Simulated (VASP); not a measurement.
Set up this calculation in VASP 6.6.1, as the native input.

| Quantity | Value |
| --- | --- |
| Task | single point |
| Functional | PBE |
| Potentials or basis | VASP PAW PBE potentials, release 64 (Ti_sv, C) |
| Cutoff | 520 eV |
| k mesh | 9 × 9 × 9 |
| Occupations | fermi-dirac, width 0.15 eV |
| Spin | no spin polarisation |
| Dipole correction | no |
| Further INCAR settings | ALGO = Normal; EDIFF = 1e-07; NBANDS = 15 |

The structure of TiC lies in POSCAR:

```
TiC
1.0
    3.0537110000      0.0000000000      0.0000000000
    1.5268555000      2.6445913018      0.0000000000
    1.5268555000      0.8815304339      2.4933445906
Ti C
1 1
Direct
    0.0000000000      0.0000000000      0.0000000000
    0.5000000000      0.5000000000      0.5000000000
```

The input as run:

INCAR

```
SYSTEM = TiC
  ALGO = Normal
  EDIFF = 1E-7
  ENCUT = 520
  GGA = PE
  ISIF = 2
  ISMEAR = -1
  LASPH = .TRUE.
  LCHARG = .TRUE.
  LELF = .TRUE.
  LREAL = .FALSE.
  LVHAR = .TRUE.
  LWAVE = .FALSE.
  NBANDS = 15
  NELM = 100
  PREC = Accurate
  SIGMA = 0.15
```

KPOINTS

```
k-points
0
G
  9 9 9
  0 0 0
```

Potentials or basis: VASP PAW PBE potentials, release 64 (Ti_sv, C).

Command:

```sh
$ cat potpaw_PBE.64/Ti_sv/POTCAR potpaw_PBE.64/C/POTCAR > POTCAR
$ mpirun -np 1 vasp_std > vasp.out
```

It gave:

| Item | Value |
| --- | --- |
| Pressure | 2.8 GPa |
| Band gap on the k mesh | zero (band 8 reaches 10.22 eV, above the bottom of band 9 at 9.15 eV) |

Run time: 33 s on 1 thread of AMD EPYC 7R13, on a shared host, peak memory 0.11 GiB.
